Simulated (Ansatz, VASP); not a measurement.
**Two plane-wave programs on Ir**

INCAR

```
PREC = Accurate
ENCUT = 600
EDIFF = 1E-6
ISMEAR = 0
SIGMA = 0.1
LREAL = F
LASPH = T
NELM = 100
ALGO = Fast
ISIF = 3
LWAVE = F
LCHARG = F
GGA = PE
IBRION = 2
NSW = 100
EDIFFG = -0.05
```

KPOINTS

```
regular mesh
0
Gamma
  8 8 8
```

Contents of POSCAR:

```
Ir
1.0
    0.0000000000      1.9200010851      1.9200010851
    1.9200010851      0.0000000000      1.9200010851
    1.9200010851      1.9200010851      0.0000000000
Ir
1
Direct
    0.0000000000      0.0000000000      0.0000000000
```

Input for Ansatz:

```yaml
crystal:
  lattice:
    - [0.0, 1.9200010851, 1.9200010851]
    - [1.9200010851, 0.0, 1.9200010851]
    - [1.9200010851, 1.9200010851, 0.0]
  atoms:
    - { symbol: Ir, position: [0.0, 0.0, 0.0] }
basis:
  ecutwfc: 420
kpoints:
  mp_grid: { grid: [8, 8, 8] }
hamiltonian:
  xc: pbe
scf:
  occupations: { method: gaussian, width: 0.1 }
output:
  forces: true
  stress: true
  eigenvalues: true
relax:
  adjacent_minimum: "off"
  f_tol: 0.05
  max_steps: 80
  cell: { stress_tol: 0.5 }
```

Alike in both runs: task relaxation of cell and atoms; functional PBE; k mesh 8 × 8 × 8; occupations gaussian, width 0.1 eV; no spin polarisation.

|  | VASP | Ansatz |
| --- | --- | --- |
| version | VASP 6.6.1 | Ansatz 0.2.0 |
| potentials or method | VASP PAW PBE potentials, release 64 (Ir), cutoff 600 eV | scalar-relativistic, plane waves, PAW |
| valence electrons in the cell | 9 | 17 |

VASP gave:

- gap on the k mesh at the Fermi level, each at its own relaxed structure (eV): none
- relaxed volume (Å³/atom): 14.57
- relaxed cell length with the largest relative difference (Å): 2.742

Estimate Ansatz's values.

gap on the k mesh at the Fermi level, each at its own relaxed structure (eV): none; relaxed volume (Å³/atom): 14.56; relaxed cell length with the largest relative difference (Å): 2.741.

A gap of «none» marks a metal or a gap that the smearing closes. VASP's potentials hold 9 valence electrons a cell and Ansatz's 17, so a difference there can come from the potentials and not from the codes.

Spin-orbit coupling is off throughout.
